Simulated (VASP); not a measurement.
Here is a VASP 6.6.1 calculation.

The input INCAR:

```
SYSTEM = LaP2Ru2
  PREC = Accurate
  ENCUT = 520
  EDIFF = 1E-6
  ISMEAR = 0
  SIGMA = 0.03
  LREAL = .FALSE.
  LASPH = .TRUE.
  NELM = 80
  ALGO = Normal
  ISIF = 2
  LWAVE = .FALSE.
  LCHARG = .FALSE.
  NBANDS = 32
```

File KPOINTS:

```
Automatic mesh
0
G
  14 14 14
  0 0 0
```

POSCAR

```
LaP2Ru2
1.0
   -2.0030360000      2.0030360000      4.9144260000
    2.0030360000     -2.0030360000      4.9144260000
    2.0030360000      2.0030360000     -4.9144260000
La Ru P
1 2 2
Direct
    0.0000000000      0.0000000000      0.0000000000
    0.7500000000      0.2500000000      0.5000000000
    0.2500000000      0.7500000000      0.5000000000
    0.3682440000      0.3682440000      0.0000000000
    0.6317560000      0.6317560000      0.0000000000
```

Potentials or basis: VASP PAW LDA potentials, release 64 (La, Ru_pv, P).

Launch:

```bash
$ cat potpaw_LDA.64/La/POTCAR potpaw_LDA.64/Ru_pv/POTCAR potpaw_LDA.64/P/POTCAR > POTCAR
$ mpirun -np 1 vasp_std > vasp.out
```

Task: What does it give for the band gap on the k mesh?

Result: Zero (an odd number of electrons rules out a gap without spin polarisation).

Task: What does it give for the pressure?

Result: 5.2 GPa.

Task: Estimate the largest force.

Result: 0.030 eV/Å.

Forces on the atoms (eV/Å):
```
La   0.000  0.000  0.000
Ru   0.000  0.000  0.000
Ru   0.000  0.000  0.000
P    0.000  0.000  0.030
P    0.000  0.000 -0.030
```

Caveat: the cell stands under pressure; spin-orbit coupling is left out, which moves the levels of the heavy elements.
